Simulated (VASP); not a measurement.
# Cd (P6_3/mmc) in VASP: a series of runs

Cd is run at these levels: PBEsol; tasks: single point.

Program: VASP 6.6.1. These are calculated values, not measurements. Logs are shortened: lines on timing, memory, paths and dates and some standing lists are left out, and cuts for length are marked.

### Step 1. The cell of the first run

It takes space group P6_3/mmc (No. 194, hexagonal). Conventional cell: a = 3.018 Å, b = 3.018 Å, c = 5.692 Å, α = 90.00°, β = 90.00°, γ = 120.00°. Cd (site symmetry -6m2) has 12 Cd at 3.02 to 3.34 Å within 4.0 Å.

### Step 2. Single point, PBEsol

INCAR

```
SYSTEM = Cd
PREC     = Accurate       ! precision mode
ENCUT    = 520            ! plane-wave cutoff, eV
EDIFF    = 1E-7           ! SCF threshold, eV
ISMEAR   = -1             ! smearing method
SIGMA    = 0.3            ! smearing width, eV
LREAL    = .FALSE.        ! projectors in reciprocal space
LASPH    = .TRUE.         ! aspherical terms in the spheres
NELM     = 80             ! most SCF steps
ALGO     = Normal         ! electronic algorithm
ISIF     = 2              ! what is computed and relaxed
LWAVE    = .FALSE.        ! write WAVECAR
LCHARG   = .FALSE.        ! write CHGCAR
GGA      = PS             ! functional
NBANDS   = 19             ! bands
```

KPOINTS

```
regular mesh
0
G
  11 11 5
  0 0 0
```

POSCAR

```
Cd
1.0
    3.0180701533      0.0000000000      0.0000000000
   -1.5090350766      2.6137253273      0.0000000000
    0.0000000000      0.0000000000      5.6915749249
Cd
2
Direct
    0.3333333333      0.6666666667      0.2500000000
    0.6666666667      0.3333333333      0.7500000000
```

Potentials or basis: VASP PAW PBE potentials, release 64 (Cd).

Command:

```bash
cat potpaw_PBE.64/Cd/POTCAR > POTCAR
mpirun -np 1 vasp_std > vasp.out
```

OUTCAR:

```text
SYSTEM = Cd
   PREC = Accurate
   ENCUT = 520
   EDIFF = 1E-7
   ISMEAR = -1
   LREAL = .FALSE.
   LASPH = .TRUE.
   NELM = 80
   ISIF = 2
   GGA = PS

 ion  position               nearest neighbor table
   1  0.333  0.667  0.250-   2 3.34   2 3.34   2 3.34   2 3.34   2 3.34   2 3.34
   2  0.667  0.333  0.750-   1 3.34   1 3.34   1 3.34   1 3.34   1 3.34   1 3.34

  LATTYP: Found a hexagonal cell.
 ALAT       =     3.0180701533
 C/A-ratio  =     1.8858325472

  Lattice vectors:

 A1 = (   3.0180701533,   0.0000000000,   0.0000000000)
 A2 = (  -1.5090350766,   2.6137253273,   0.0000000000)
 A3 = (   0.0000000000,   0.0000000000,   5.6915749249)

Analysis of symmetry for initial positions (statically):
=====================================================================
 Subroutine PRICEL returns:
 Original cell was already a primitive cell.

 Routine SETGRP: Setting up the symmetry group for a
 hexagonal supercell.

 Subroutine GETGRP returns: Found 24 space group operations
 (whereof 12 operations were pure point group operations)
 out of a pool of 24 trial point group operations.

The static configuration has the point symmetry D_3d.
 The point group associated with its full space group is D_6h.

Analysis of symmetry for dynamics (positions and initial velocities):
=====================================================================
 Subroutine PRICEL returns:
 Original cell was already a primitive cell.

 Routine SETGRP: Setting up the symmetry group for a
 hexagonal supercell.

 Subroutine GETGRP returns: Found 24 space group operations
 (whereof 12 operations were pure point group operations)
 out of a pool of 24 trial point group operations.

The dynamic configuration has the point symmetry D_3d.
 The point group associated with its full space group is D_6h.

 Subroutine INISYM returns: Found 24 space group operations
 (whereof 12 operations are pure point group operations),
 and found     1 'primitive' translations

----------------------------------------------------------------------------------------

                                     Primitive cell

  volume of cell :      44.8975

  direct lattice vectors                    reciprocal lattice vectors
     3.018070153  0.000000000  0.000000000     0.331337560  0.191297836  0.000000000
    -1.509035077  2.613725327  0.000000000     0.000000000  0.382595673  0.000000000
     0.000000000  0.000000000  5.691574925     0.000000000  0.000000000  0.175698293

  length of vectors
     3.018070153  3.018070070  5.691574925     0.382595662  0.382595673  0.175698293

  position of ions in fractional coordinates (direct lattice)
     0.333333333  0.666666667  0.250000000
     0.666666667  0.333333333  0.750000000

  ion indices of the primitive-cell ions
   primitive index   ion index
                 1           1
                 2           2

----------------------------------------------------------------------------------------

 KPOINTS: regular mesh

Automatic generation of k-mesh.
 Grid dimensions read from file:
 generate k-points for:   11   11    5

 Generating k-lattice:

  Cartesian coordinates                     Fractional coordinates (reciprocal lattice)
     0.030121596  0.017390712  0.000000000     0.090909091  0.000000000  0.000000000
     0.000000000  0.034781425  0.000000000     0.000000000  0.090909091  0.000000000
     0.000000000  0.000000000  0.035139659     0.000000000  0.000000000  0.200000000

  Length of vectors
     0.034781424  0.034781425  0.035139659

  Shift w.r.t. Gamma in fractional coordinates (k-lattice)
     0.000000000  0.000000000  0.000000000

 Subroutine IBZKPT returns following result:
 ===========================================

 Found     48 irreducible k-points:

 Following reciprocal coordinates:
            Coordinates               Weight
  0.000000  0.000000  0.000000      1.000000
  0.090909  0.000000  0.000000      6.000000
  0.181818  0.000000  0.000000      6.000000
  0.272727  0.000000  0.000000      6.000000
  0.363636  0.000000  0.000000      6.000000
  0.454545  0.000000  0.000000      6.000000
[... 16 lines left out ...]
  0.090909  0.090909  0.200000     12.000000
  0.181818  0.090909  0.200000     24.000000
 [... further k-points ...]
   k-points           NKPTS =     48   k-points in BZ     NKDIM =     48   number of bands    NBANDS=     19
   number of dos      NEDOS =    301   number of ions     NIONS =      2
   total plane-waves  NPLWV =  24192
   dimension x,y,z NGX =    24 NGY =   24 NGZ =   42
   dimension x,y,z NGXF=    48 NGYF=   48 NGZF=   84
   ions per type =               2
   NGX,Y,Z   is equivalent  to a cutoff of  13.22, 13.22, 12.27 a.u.
   NGXF,Y,Z  is equivalent  to a cutoff of  26.44, 26.44, 24.54 a.u.
 SYSTEM =  Cd
   PREC   = accura    normal or accurate (medium, high low for compatibility)
   ISTART =      0    job   : 0-new  1-cont  2-samecut
   ICHARG =      2    charge: 1-file 2-atom 10-const
   ISPIN  =      1    spin polarized calculation?
   LNONCOLLINEAR =      F non collinear calculations
   LSORBIT =      F    spin-orbit coupling
   LASPH  =      T    aspherical Exc in radial PAW
   ENCUT  =  520.0 eV  38.22 Ry    6.18 a.u.   5.61  5.61 10.58*2*pi/ulx,y,z
   NELM   =     80;   NELMIN=  2; NELMDL= -5     # of ELM steps
   EDIFF  = 0.1E-06   stopping-criterion for ELM
   LREAL  =      F    real-space projection
   EDIFFG = 0.1E-05   stopping-criterion for IOM
   NSW    =      0    number of steps for IOM
   IBRION =     -1    ionic relax: 0-MD 1-quasi-New 2-CG
   NFREE  =      0    steps in history (QN), initial steepest desc. (CG)
   ISIF   =      2    stress and relaxation
   ISYM   =      2    0-nonsym 1-usesym 2-fastsym
   POTIM  = 0.5000    time-step for ionic-motion
   TEBEG  =    0.0;   TEEND  =   0.0 temperature during run
   PSTRESS=    0.0 pullay stress
   NELECT =      24.0000    total number of electrons
   NUPDOWN=      -1.0000    fix difference up-down
   EMIN   =  10.00;   EMAX   =-10.00  energy-range for DOS
   EFERMI =   0.00;   METHOD = LEGACY
   ISMEAR =    -1;   SIGMA  =   0.30  broadening in eV -4-tet -1-fermi 0-gaus
   EFERMI_NEDOS =   21; number of points for ismear=-14 and -15
   IALGO  =     38    algorithm
   IMIX   =      4    mixing-type and parameters
     AMIX     =   0.40;   BMIX     =  1.00
     AMIX_MAG =   1.60;   BMIX_MAG =  1.00
  volume/ion in A,a.u.               =      22.45       151.49
  Fermi-wavevector in a.u.,A,eV,Ry     =   1.328632  2.510750 24.017857  1.765263
  Thomas-Fermi vector in A             =   2.457855
   LORBIT       =      0    0 simple, 1 ext, 2 COOP (PROOUT), +10 PAW based schemes
   GGA     = PS    functional components
   LHFCALC =     F    Hartree Fock is set to
   AEXX    =    0.0000 exact exchange contribution
   IVDW    =     0    specifies the selected vdW correction
   LEPSILON=     F    determine dielectric tensor
   LRPA    =     F    only Hartree local field effects (RPA)
 non-spin polarized calculation
  energy-cutoff  :      520.00
  volume of cell :       44.90
 maximum number of plane-waves:      1227
 NGX is ok and might be reduce to    24
   NGX = 11   NGY = 11   NGZ = 21

 number of electron      23.9999991 magnetization

 Free energy of the ion-electron system (eV)
  ---------------------------------------------------
  ext. energy  EPLUGINS =         0.00000000
  ---------------------------------------------------
  free energy    TOTEN  =        -2.45531806 eV

  energy without entropy =       -2.25447444  energy(sigma->0) =       -2.35489625

 E-fermi :   2.4855     XC(G=0): -11.0019

 val. band max:        2.4298797397   @ k =   0.3636   0.1818   0.2000
 cond. band min:       2.5467682871   @ k =   0.0909   0.0909   0.2000
 fundamental gap:      0.1168885474
 Fermi energy:         2.4855243905

 k-point     1 :       0.0000    0.0000    0.0000
  band No.  band energies     occupation
      1      -7.1544      2.00000
      2      -6.9075      2.00000
      3      -6.5731      2.00000
      4      -6.5731      2.00000
      5      -6.5261      2.00000
      6      -6.5261      2.00000
[... 11 lines left out ...]
     18      16.9960      0.00000
     19      18.0113      0.00000

 k-point     2 :       0.0909    0.0000    0.0000
  band No.  band energies     occupation
      1      -7.0775      2.00000
      2      -6.8417      2.00000
      3      -6.5993      2.00000
      4      -6.5508      2.00000
      5      -6.5023      2.00000
      6      -6.4577      2.00000
[... 11 lines left out ...]
     18      16.9514      0.00000
     19      18.3589      0.00000

 k-point     3 :       0.1818    0.0000    0.0000
  band No.  band energies     occupation
      1      -6.9757      2.00000
      2      -6.7541      2.00000
      3      -6.6630      2.00000
      4      -6.4971      2.00000
      5      -6.3312      2.00000
      6      -6.3073      2.00000
[... 11 lines left out ...]
     18      15.8206      0.00000
     19      15.8843      0.00000

 k-point     4 :       0.2727    0.0000    0.0000
  band No.  band energies     occupation
      1      -7.0665      2.00000
      2      -6.8689      2.00000
      3      -6.5959      2.00000
      4      -6.5039      2.00000
      5      -6.2948      2.00000
      6      -6.2812      2.00000
[... 11 lines left out ...]
     18      15.3521      0.00000
     19      15.4433      0.00000

 k-point     5 :       0.3636    0.0000    0.0000
  band No.  band energies     occupation
      1      -7.1989      2.00000
      2      -7.0099      2.00000
      3      -6.8165      2.00000
      4      -6.4251      2.00000
      5      -6.3438      2.00000
      6      -6.3023      2.00000
[... 11 lines left out ...]
     18      15.0584      0.00000
     19      15.6881      0.00000

 k-point     6 :       0.4545    0.0000    0.0000
  band No.  band energies     occupation
      1      -7.2814      2.00000
      2      -7.0937      2.00000
      3      -6.9364      2.00000
      4      -6.4989      2.00000
      5      -6.3377      2.00000
      6      -6.2541      2.00000
[... 11 lines left out ...]
     18      14.9154      0.00000
     19      15.0386      0.00000

 k-point     7 :       0.0909    0.0909    0.0000
  band No.  band energies     occupation
      1      -6.9561      2.00000
      2      -6.7728      2.00000
      3      -6.6234      2.00000
      4      -6.5920      2.00000
      5      -6.3578      2.00000
      6      -6.3492      2.00000
[... 11 lines left out ...]
     18      17.0277      0.00000
     19      17.3710      0.00000

 k-point     8 :       0.1818    0.0909    0.0000
  band No.  band energies     occupation
      1      -6.9253      2.00000
      2      -6.7277      2.00000
      3      -6.6597      2.00000
      4      -6.4713      2.00000
      5      -6.4655      2.00000
      6      -6.3247      2.00000
[... 256 lines left out ...]
 k-point    20 :       0.2727    0.0000    0.2000
  band No.  band energies     occupation
      1      -7.0466      2.00000
      2      -6.8865      2.00000
      3      -6.6794      2.00000
      4      -6.4743      2.00000
      5      -6.3706      2.00000
      6      -6.2155      2.00000
[... 11 lines left out ...]
     18      15.1518      0.00000
     19      15.4672      0.00000

 k-point    21 :       0.3636    0.0000    0.2000
  band No.  band energies     occupation
      1      -7.1776      2.00000
      2      -7.0329      2.00000
      3      -6.8394      2.00000
      4      -6.5651      2.00000
      5      -6.2649      2.00000
      6      -6.2357      2.00000
[... 11 lines left out ...]
     18      14.8114      0.00000
     19      14.8556      0.00000

 k-point    22 :       0.4545    0.0000    0.2000
  band No.  band energies     occupation
      1      -7.2591      2.00000
      2      -7.1222      2.00000
      3      -6.9406      2.00000
      4      -6.6294      2.00000
      5      -6.2966      2.00000
      6      -6.1525      2.00000
[... 11 lines left out ...]
     18      14.2643      0.00000
     19      14.9717      0.00000

 k-point    23 :       0.0909    0.0909    0.2000
  band No.  band energies     occupation
      1      -6.9340      2.00000
      2      -6.7744      2.00000
      3      -6.6445      2.00000
      4      -6.6063      2.00000
      5      -6.3801      2.00000
      6      -6.3583      2.00000
[... 11 lines left out ...]
     18      15.6241      0.00000
     19      17.8055      0.00000

 k-point    24 :       0.1818    0.0909    0.2000
  band No.  band energies     occupation
      1      -6.9072      2.00000
      2      -6.7419      2.00000
      3      -6.6728      2.00000
      4      -6.5572      2.00000
      5      -6.4134      2.00000
      6      -6.3291      2.00000
[... 11 lines left out ...]
     18      14.3375      0.00000
     19      16.3694      0.00000

 [... further k-points ...]
[... 5 lines left out ...]
  --------------------------------------------------------------------------------------
  -------------------------------------------------------------------------------------
  Total       -0.6745573     -0.6745573     -0.7000876     -0.0000000      0.0000000     -0.0000000
  in kB      -24.0717529    -24.0717511    -24.9828065     -0.0000000      0.0000000     -0.0000000
  external PRESSURE =     -24.3754368 kB  Pullay stress =       0.0000000 kB

 VOLUME and BASIS-vectors are now :
 -----------------------------------------------------------------------------
  energy-cutoff  :      520.00
  volume of cell :       44.90
      direct lattice vectors                 reciprocal lattice vectors
     3.018070153  0.000000000  0.000000000     0.331337560  0.191297836  0.000000000
    -1.509035077  2.613725327  0.000000000     0.000000000  0.382595673  0.000000000
     0.000000000  0.000000000  5.691574925     0.000000000  0.000000000  0.175698293

 POSITION                                       TOTAL-FORCE (eV/Angst)
 -----------------------------------------------------------------------------------
     -0.00000      1.74248      1.42289         0.000000     -0.000000      0.000000
      1.50904      0.87124      4.26868        -0.000000      0.000000      0.000000
 -----------------------------------------------------------------------------------
    total drift:                                0.000000     -0.000000      0.000000

  FREE ENERGIE OF THE ION-ELECTRON SYSTEM (eV)
  ---------------------------------------------------
  free  energy   TOTEN  =        -2.4553180630 eV

  energy  without entropy=       -2.2544744359  energy(sigma->0) =       -2.35489625
```

Run time: 13 s. Hardware: 1 thread of Intel Xeon 6975P-C (Granite Rapids), shared host; peak memory 0.17 GiB.

Results:

| Item | Value |
| --- | --- |
| Free energy | -2.4553 eV |
| Pressure | -2.4 GPa |
| Band gap on the k mesh | zero (band 12 reaches 4.11 eV, above the bottom of band 13 at -0.37 eV) |

Levels at points of the mesh, in eV from the Fermi level:
```tsv
k point	band 9	band 10	band 11	band 12	band 13	band 14	band 15	band 16
(0.00, 0.00, 0.00)	-8.57	-8.34	-8.34	-3.03	-2.86	10.34	14.31	14.45
```

Caveat: the PAW data sets were made with another functional, which shifts forces and pressure a little.

### Step 3. Single point, PBEsol

This run uses another cell than the first one, of 23.31 Å³/atom, 1.038 times its volume.

INCAR

```
PREC     = Accurate       # precision mode
ENCUT    = 520            # plane-wave cutoff, eV
EDIFF    = 1E-6           # SCF threshold, eV
ISMEAR   = -1             # smearing method
SIGMA    = 0.3            # smearing width, eV
LREAL    = False          # projectors in reciprocal space
LASPH    = True           # aspherical terms in the spheres
NELM     = 80             # most SCF steps
ALGO     = Normal         # electronic algorithm
ISIF     = 2              # what is computed and relaxed
LWAVE    = False          # write WAVECAR
LCHARG   = False          # write CHGCAR
GGA      = PS             # functional
NBANDS   = 19             # bands
```

KPOINTS

```
Automatic mesh
0
Gamma
  11 11 5
```

POSCAR

```
Cd
1.0
    3.0562776290      0.0000000000      0.0000000000
   -1.5281388145      2.6468139707      0.0000000000
    0.0000000000      0.0000000000      5.7636278261
Cd
2
Direct
    0.3333333333      0.6666666667      0.2500000000
    0.6666666667      0.3333333333      0.7500000000
```

Potentials or basis: VASP PAW PBE potentials, release 64 (Cd).

Command:

```bash
cat potpaw_PBE.64/Cd/POTCAR > POTCAR
mpirun -np 1 vasp_std > vasp.out
```

Run time: 10 s. Hardware: 1 thread of Intel Xeon 6975P-C (Granite Rapids), shared host; peak memory 0.18 GiB.

It converged, with:

```yaml
Free_energy: -2.4212 eV
Pressure: -3.8 GPa
Band_gap_on_the_k_mesh: zero (band 12 reaches 3.79 eV, above the bottom of band 13 at -0.46 eV)
```

Stress tensor (GPa, compression positive):
```
-3.99  0.00  0.00
 0.00 -3.99  0.00
 0.00  0.00 -3.52
```

Levels at points of the mesh, in eV from the Fermi level:
```csv
k point,band 10,band 11,band 12,band 13,band 14,band 15
"(0.00, 0.00, 0.00)",-8.29,-8.29,-3.03,-2.68,10.13,14.06
```

Caveat: the PAW data sets were made with another functional, which shifts forces and pressure a little.
